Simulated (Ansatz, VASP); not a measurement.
One calculation of CoSi3, two programs

Contents of INCAR:

```
  PREC = Accurate
  ENCUT = 520
  EDIFF = 1E-7
  ISMEAR = 0
  SIGMA = 0.1
  LREAL = F
  LASPH = T
  NELM = 150
  ALGO = Normal
  ISIF = 2
  LWAVE = F
  LCHARG = F
  ISPIN = 2
  MAGMOM = 0 0 0 2
  LORBIT = 11
  LMAXMIX = 4
  GGA = PE
  NBANDS = 22
```

Contents of KPOINTS:

```
Automatic mesh
0
Gamma
  12 12 12
```

Contents of POSCAR:

```
CoSi3
1.0
    0.0000000000      2.8037757560      2.8037757560
    2.8037757560      0.0000000000      2.8037757560
    2.8037757560      2.8037757560      0.0000000000
Si Co
3 1
Direct
    0.2500000000      0.2500000000      0.2500000000
    0.7500000000      0.7500000000      0.7500000000
    0.5000000000      0.5000000000      0.5000000000
    0.0000000000      0.0000000000      0.0000000000
```

Input for Ansatz:

```yaml
crystal:
  lattice:
    - [0.0, 2.803775756, 2.803775756]
    - [2.803775756, 0.0, 2.803775756]
    - [2.803775756, 2.803775756, 0.0]
  atoms:
    - { symbol: Si, position: [0.25, 0.25, 0.25] }
    - { symbol: Si, position: [0.75, 0.75, 0.75] }
    - { symbol: Si, position: [0.5, 0.5, 0.5] }
    - { symbol: Co, position: [0.0, 0.0, 0.0], spin: 2.0 }
basis:
  ecutwfc: 420
kpoints:
  mp_grid: { grid: [12, 12, 12] }
hamiltonian:
  xc: pbe
scf:
  occupations: { method: gaussian, width: 0.1 }
  lower_state_search: "off"
output:
  forces: true
  stress: true
  eigenvalues: true
  populations: true
magnetization:
  spin_polarized: true
```

Alike in both runs: task single point; functional PBE; k mesh 12 × 12 × 12; occupations gaussian, width 0.1 eV; collinear spin.

|  | VASP | Ansatz |
| --- | --- | --- |
| version | VASP 6.6.1 | Ansatz 0.2.0 |
| potentials or method | VASP PAW PBE potentials, release 64 (Si, Co), cutoff 520 eV | scalar-relativistic, plane waves, PAW |
| valence electrons in the cell | 21 | 29 |

Ansatz gave:

```
gap on the k mesh at the Fermi level (eV)                     : none
net moment per atom (μB)                                      : 0.09
size of the moment on the site where the two differ most (μB) : 0.31
```

Which values does VASP return?

gap on the k mesh at the Fermi level (eV): none; net moment per atom (μB): 0.08; size of the moment on the site where the two differ most (μB): 0.29.

Site moments also hang on the region over which each program counts them. A gap of «none» marks a metal or a gap that the smearing closes. VASP's potentials hold 21 valence electrons a cell and Ansatz's 29, so a difference there can come from the potentials and not from the codes.
